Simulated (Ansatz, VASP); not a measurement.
**Two plane-wave programs on Ag2As**

INCAR

```
  PREC = Accurate
  ENCUT = 600
  EDIFF = 1E-6
  ISMEAR = 0
  SIGMA = 0.1
  LREAL = False
  LASPH = True
  NELM = 100
  ALGO = Normal
  ISIF = 3
  LWAVE = False
  LCHARG = False
  GGA = PE
  IBRION = 2
  NSW = 100
  EDIFFG = -0.01
```

Contents of KPOINTS:

```
Automatic mesh
0
Gamma
  12 12 16
```

File POSCAR:

```
Ag2As
1.0
    4.8379438377      0.0000000000      0.0000000000
   -2.4189719189      4.1897822656      0.0000000000
    0.0000000000      0.0000000000      2.7967268757
Ag As
2 1
Direct
    0.3333333333      0.6666666667      0.5000000000
    0.6666666667      0.3333333333      0.5000000000
    0.0000000000      0.0000000000      0.0000000000
```

Input for Ansatz:

```yaml
crystal:
  lattice:
    - [4.8379438377, 0.0, 0.0]
    - [-2.4189719189, 4.1897822656, 0.0]
    - [0.0, 0.0, 2.7967268757]
  atoms:
    - { symbol: Ag, position: [0.3333333333, 0.6666666667, 0.5] }
    - { symbol: Ag, position: [0.6666666667, 0.3333333333, 0.5] }
    - { symbol: As, position: [0.0, 0.0, 0.0] }
basis:
  ecutwfc: 420
kpoints:
  mp_grid: { grid: [12, 12, 16] }
hamiltonian:
  xc: pbe
scf:
  occupations: { method: gaussian, width: 0.1 }
output:
  forces: true
  stress: true
  eigenvalues: true
  write_density: true
  write_potential: true
  elf: true
  volumetric_format: npy
relax:
  adjacent_minimum: "off"
  f_tol: 0.01
  max_steps: 80
  cell: { stress_tol: 0.05 }
```

Change from the starting cell: species swapped into the AgB2 type (P6/mmm, No. 191).

Alike in both runs: task relaxation of cell and atoms; functional PBE; k mesh 12 × 12 × 16; occupations gaussian, width 0.1 eV; no spin polarisation.

|  | VASP | Ansatz |
| --- | --- | --- |
| version | VASP 6.6.1 | Ansatz 0.2.0 |
| potentials or method | VASP PAW PBE potentials, release 64 (Ag, As), cutoff 600 eV | scalar-relativistic, plane waves, PAW |
| valence electrons in the cell | 27 | 53 |

|  | VASP | Ansatz | Ansatz less VASP |
| --- | --- | --- | --- |
| gap on the k mesh at the Fermi level, each at its own relaxed structure (eV) | none | none | - |
| relaxed volume (Å³/atom) | 18.97 | 19.00 | +0.021 |
| relaxed length of the cell vector where the two differ most in proportion (Å) | 2.848 | 2.850 | +0.0017 |

A gap of «none» marks a metal or a gap that the smearing closes. VASP's potentials hold 27 valence electrons a cell and Ansatz's 53, so a difference there can come from the potentials and not from the codes.
